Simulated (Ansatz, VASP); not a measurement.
One calculation of Al3Ir2, two programs

File INCAR:

```
SYSTEM = Al3Ir2
PREC     = Accurate       ! precision mode
ENCUT    = 520            ! plane-wave cutoff, eV
EDIFF    = 1E-6           ! SCF threshold, eV
ISMEAR   = 0              ! smearing method
SIGMA    = 0.1            ! smearing width, eV
LREAL    = .FALSE.        ! projectors in reciprocal space
LASPH    = .TRUE.         ! aspherical terms in the spheres
NELM     = 100            ! most SCF steps
ALGO     = Normal         ! electronic algorithm
ISIF     = 2              ! what is computed and relaxed
LWAVE    = .FALSE.        ! write WAVECAR
LCHARG   = .FALSE.        ! write CHGCAR
GGA      = PE             ! functional
NBANDS   = 22             ! bands
```

Contents of KPOINTS:

```
regular mesh
0
G
  4 4 4
  0 0 0
```

The input POSCAR:

```
Al3Ir2
1.0
    0.0000000000      4.5013274400      5.7121684300
    3.3067941800      0.0000000000      5.7121684300
    3.3067941800      4.5013274400      0.0000000000
Al Ir
3 2
Direct
    0.1725509400      0.1725509400      0.8274490600
    0.8274490600      0.8274490600      0.1725509400
    0.0000000000      0.0000000000      0.0000000000
    0.1844593700      0.8155406300      0.1844593700
    0.8155406300      0.1844593700      0.8155406300
```

Input for Ansatz:

```yaml
crystal:
  lattice:
    - [0.0, 4.50132744, 5.71216843]
    - [3.30679418, 0.0, 5.71216843]
    - [3.30679418, 4.50132744, 0.0]
  atoms:
    - { symbol: Al, position: [0.17255094, 0.17255094, 0.82744906] }
    - { symbol: Al, position: [0.82744906, 0.82744906, 0.17255094] }
    - { symbol: Al, position: [0.0, 0.0, 0.0] }
    - { symbol: Ir, position: [0.18445937, 0.81554063, 0.18445937] }
    - { symbol: Ir, position: [0.81554063, 0.18445937, 0.81554063] }
basis:
  ecutwfc: 420
kpoints:
  mp_grid: { grid: [4, 4, 4] }
hamiltonian:
  xc: pbe
scf:
  occupations: { method: gaussian, width: 0.1 }
  lower_state_search: "off"
output:
  forces: true
  stress: true
  eigenvalues: true
```

Alike in both runs: task single point; functional PBE; k mesh 4 × 4 × 4; occupations gaussian, width 0.1 eV; no spin polarisation.

|  | VASP | Ansatz |
| --- | --- | --- |
| version | VASP 6.6.1 | Ansatz 0.2.0 |
| potentials or method | VASP PAW PBE potentials, release 64 (Al, Ir), cutoff 520 eV | scalar-relativistic, plane waves, PAW |
| valence electrons in the cell | 27 | 43 |

```tsv
	VASP	Ansatz	Ansatz less VASP
gap on the k mesh at the Fermi level (eV)	none	none	-
rms of the force components (eV/Å)	10.110	11.610	+1.4992
```

Atom by atom the forces differ by 1.560 eV/Å (rms over components). A gap of «none» marks a metal or a gap that the smearing closes. VASP's potentials hold 27 valence electrons a cell and Ansatz's 43, so a difference there can come from the potentials and not from the codes.

Spin-orbit coupling is off throughout.
